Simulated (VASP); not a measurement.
A run of VASP 6.6.1:

File INCAR:

```
SYSTEM = GaGe
PREC = Accurate
ENCUT = 520
EDIFF = 1E-6
ISMEAR = 0
SIGMA = 0.15
LREAL = .False.
LASPH = .True.
NELM = 60
ALGO = Normal
ISIF = 2
LWAVE = .False.
LCHARG = .False.
GGA = PE
NBANDS = 20
```

KPOINTS

```
regular mesh
0
Gamma
  14 14 14
  0 0 0
```

The input POSCAR:

```
GaGe
1.0
    0.0000000000      2.8109086800      2.8978440000
    2.8109086800      0.0000000000      2.8978440000
    2.8109086800      2.8109086800      0.0000000000
Ga Ge
1 1
Direct
    0.7500000000      0.7500000000      0.7500000000
    0.0000000000      0.0000000000      0.0000000000
```

Potentials or basis: VASP PAW PBE potentials, release 64 (Ga_d, Ge_d).

Launch:

```bash
$ cat potpaw_PBE.64/Ga_d/POTCAR potpaw_PBE.64/Ge_d/POTCAR > POTCAR
$ mpirun -np 1 vasp_std > vasp.out
```

Hardware: 1 thread of Intel(R) Xeon(R) Platinum 8259CL CPU @ 2.50GHz (Skylake/Cascade Lake), on a shared host.

Task: How long does it take, and how much memory?

Result: Run time: 3.9 min on 1 thread of Intel(R) Xeon(R) Platinum 8259CL CPU @ 2.50GHz (Skylake/Cascade Lake), with other jobs on the host, peak memory 0.34 GiB. Counts: scf iterations 12, k points 244.
